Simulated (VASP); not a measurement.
Here is a VASP 6.6.1 calculation.

File INCAR:

```
SYSTEM = C
ALGO = Normal ; EDIFF = 1E-6
ENCUT = 520 ; GGA = PS
ISIF = 2 ; ISMEAR = 0
IVDW = 12 ; LASPH = .TRUE.
LCHARG = .FALSE. ; LREAL = .FALSE.
LWAVE = .FALSE. ; NBANDS = 11
NELM = 60 ; PREC = Accurate
SIGMA = 0.15
```

File KPOINTS:

```
k-points
0
G
  21 21 12
  0 0 0
```

The input POSCAR:

```
C
1.0
    2.4576582469      0.0000000000      0.0000000000
   -1.2288291235      2.1283944757      0.0000000000
    0.0000000000      0.0000000000      3.5294822413
C
2
Direct
    0.3474284648      0.6948569296      0.0000000000
    0.6525715352      0.3051430704      0.0000000000
```

Potentials or basis: VASP PAW PBE potentials, release 64 (C).

The run is started by

```sh
$ cat potpaw_PBE.64/C/POTCAR > POTCAR
$ mpirun -np 1 vasp_std > vasp.out
```

Task: What does it give for the pressure?

Result: 7.9 GPa.

Task: Estimate the band gap on the k mesh.

Result: Zero (bands 4 and 5 overlap by 0.91 eV).

Task: Predict the dispersion energy per atom.

Result: -0.105 eV.

Task: Estimate the largest force.

Result: 7.621 eV/Å.

Stress tensor (GPa, compression positive):
```
-4.19  0.00  0.00
 0.00 28.08  0.00
 0.00  0.00 -0.33
```

Caveat: the cell differs from its parent crystal (atoms displaced along a vibrational mode); the stress differs along the axes, from -4 to 28 GPa; the PAW data sets were made with another functional, which shifts forces and pressure a little.
